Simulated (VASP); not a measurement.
The system is CdS.

```
CELL_PARAMETERS angstrom
0.00000 2.75324 2.75324
2.75324 0.00000 2.75324
2.75324 2.75324 0.00000
ATOMIC_POSITIONS crystal
Cd 0.00000 0.00000 0.00000
S 0.50000 0.50000 0.50000
```

| Property | Result |
| --- | --- |
| Program | VASP 6.6.1 |
| Task | relaxation of cell and atoms |
| Functional | LDA |
| Potentials or basis | VASP PAW LDA potentials, release 64 (Cd, S) |
| Cutoff | 600 eV |
| k mesh | 6 × 6 × 6 |
| Occupations | fermi-dirac, width 0.01 eV |
| Spin | no spin polarisation |

At the start: pressure -6.4 GPa; volume 20.87 Å³/atom.

Q: How do energy, volume and symmetry change on relaxing?

A: Over 3 steps the energy falls by 36.6 meV/atom and the volume is 19.18 Å³/atom (-8.1 %); space group Fm-3m (No. 225, to 0.05 Å).

The path:
| step | energy change (eV) | largest force (eV/Å) | pressure (GPa) | volume (Å³) |
| --- | --- | --- | --- | --- |
| 1 | 0.0000 | 0.0000 | -6.39 | 41.74 |
| 2 | -0.0563 | 0.0000 | 3.93 | 36.91 |
| 3 | -0.0732 | 0.0000 | 0.00 | 38.36 |

Final structure:
```
Cd S
1.0
     0.00000    2.67681    2.67681
     2.67681    0.00000    2.67681
     2.67681    2.67681    0.00000
Cd S
1 1
Cartesian
  0.0000 0.0000 0.0000
  2.6768 2.6768 2.6768
```
